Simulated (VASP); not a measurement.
Runs of VASP 6.6.1 on SiNi. The structure is that of space group Pnma (No. 62), or close to it. The cells are those of the table. 

| task | cell | cutoff (eV) | gap on the mesh (eV) | pressure (GPa) | largest force (eV/Å) |
| --- | --- | --- | --- | --- | --- |
| relaxation of shape and atoms at fixed volume | relaxed from a = 5.138, b = 3.391, c = 5.583 Å, 8 atoms | 600 | none | -5.0 | 0.01 |
| single point | a = 5.136, b = 3.383, c = 5.599 Å, 8 atoms | 520 | none | (b) | 0.01 |
| single point | a = 5.182, b = 3.408, c = 5.668 Å, 8 atoms | 520 | none | (a) | 0.01 |
| single point | a = 5.239, b = 3.444, c = 5.758 Å, 8 atoms | 520 | none | -13.8 | 0.01 |
| single point | a = 5.088, b = 3.358, c = 5.528 Å, 8 atoms | 520 | none | 0.2 | 0.02 |

Alike in all rows: level PBEsol; potentials or basis VASP PAW PBE potentials, release 64 (Si, Ni); no spin polarisation; k mesh 8 × 10 × 6; smearing gaussian 0.1 eV.

**Question.** Estimate the missing entries.

**Answer.** (a) -9.1; (b) -4.8.

Caveats: the PAW data sets were made with another functional, which shifts forces and pressure a little.

A gap of «none» marks levels without a gap at the run's occupations.
